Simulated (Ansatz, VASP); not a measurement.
# P in VASP and in Ansatz

The input INCAR:

```
SYSTEM = P
PREC = Accurate
ENCUT = 520
EDIFF = 1E-7
ISMEAR = 0
SIGMA = 0.15
LREAL = .FALSE.
LASPH = .TRUE.
NELM = 60
ALGO = Normal
ISIF = 2
LWAVE = .FALSE.
LCHARG = .TRUE.
GGA = PS
IVDW = 12
LELF = .TRUE.
LVHAR = .TRUE.
NBANDS = 8
```

Contents of KPOINTS:

```
Automatic mesh
0
G
  12 12 12
  0 0 0
```

The input POSCAR:

```
P
1.0
    4.2729048574      0.0000000000      0.0000000000
    0.0000000000      4.2729048574      0.0000000000
    0.0000000000      0.0000000000      4.3780000000
P
1
Direct
    0.0000000000      0.0000000000      0.0000000000
```

Input for Ansatz:

```yaml
crystal:
  lattice:
    - [4.2729048574, 0.0, 0.0]
    - [0.0, 4.2729048574, 0.0]
    - [0.0, 0.0, 4.378]
  atoms:
    - { symbol: P, position: [0.0, 0.0, 0.0] }
basis:
  ecutwfc: 420
kpoints:
  mp_grid: { grid: [12, 12, 12] }
hamiltonian:
  xc: pbesol
  dispersion: d3bj
scf:
  occupations: { method: gaussian, width: 0.15 }
output:
  forces: true
  stress: true
  eigenvalues: true
```

Alike in both runs: task single point; functional PBEsol; dispersion D3(BJ); k mesh 12 × 12 × 12; occupations gaussian, width 0.15 eV; no spin polarisation.

|  | VASP | Ansatz |
| --- | --- | --- |
| version | VASP 6.6.1 | Ansatz 0.2.0 |
| potentials or method | VASP PAW PBE potentials, release 64 (P), cutoff 520 eV | scalar-relativistic, plane waves, PAW |
| valence electrons in the cell | 5 | 5 |

|  | VASP | Ansatz | Ansatz less VASP |
| --- | --- | --- | --- |
| gap on the k mesh at the Fermi level (eV) | none | none | - |
| pressure (GPa) | -4.0 | -4.0 | +0.01 |
| traceless stress, the component that is largest in VASP (GPa) | 0.28 | 0.28 | 0.000 |

VASP's potentials were made for PBE, not for PBEsol. A gap of «none» marks a metal or a gap that the smearing closes.
